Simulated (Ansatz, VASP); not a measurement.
This is a calculation of BP for VASP 6.6.1.

INCAR

```
SYSTEM = BP
PREC = Accurate
ENCUT = 520
EDIFF = 1E-7
ISMEAR = 0
SIGMA = 0.011
LREAL = .FALSE.
LASPH = .TRUE.
NELM = 80
ALGO = Normal
ISIF = 2
LWAVE = .FALSE.
LCHARG = .FALSE.
GGA = PE
NBANDS = 11
```

File KPOINTS:

```
regular mesh
0
G
  10 10 10
  0 0 0
```

POSCAR

```
BP
1.0
    0.0000000000      2.2690000000      2.2690000000
    2.2690000000      0.0000000000      2.2690000000
    2.2690000000      2.2690000000      0.0000000000
P B
1 1
Direct
    0.7500000000      0.7500000000      0.7500000000
    0.0000000000      0.0000000000      0.0000000000
```

Potentials or basis: VASP PAW PBE potentials, release 64 (P, B).

Launch:

```bash
$ cat potpaw_PBE.64/P/POTCAR potpaw_PBE.64/B/POTCAR > POTCAR
$ mpirun -np 1 vasp_std > vasp.out
```

Translate it to Ansatz 0.2.0. Potentials there: all-electron LAPW, scalar-relativistic.

As run (the cutoff follows the program's own potentials):

input.yaml

```yaml
crystal:
  lattice:
    - [0.0, 2.269, 2.269]
    - [2.269, 0.0, 2.269]
    - [2.269, 2.269, 0.0]
  atoms:
    - { symbol: P, position: [0.75, 0.75, 0.75] }
    - { symbol: B, position: [0.0, 0.0, 0.0] }
kpoints:
  mp_grid: { grid: [10, 10, 10] }
scf:
  occupations: { method: gaussian, width: 0.011 }
hamiltonian:
  xc: pbe
  pseudopotentials: { kind: all_electron, lapw: { basis_error: 0.001 } }
output:
  forces: true
  stress: true
  eigenvalues: true
```

Potentials or basis: all-electron LAPW, scalar-relativistic.

Launch:

```console
$ ansatz run input.yaml --threads 1 --pin off --max-ram 3072MiB --backend cpu --events-out ev --progress --plain --runs-dir out
```

Both were run:

|  | VASP | Ansatz | Ansatz less VASP |
| --- | --- | --- | --- |
| gap on the k mesh at the Fermi level (eV) | 1.24 | 1.25 | +0.007 |
| least direct gap on the mesh (eV) | 3.40 | 3.41 | +0.006 |
| pressure (GPa) | 0.9 | 1.1 | +0.19 |

Ansatz ran all-electron here, and VASP with PAW potentials.
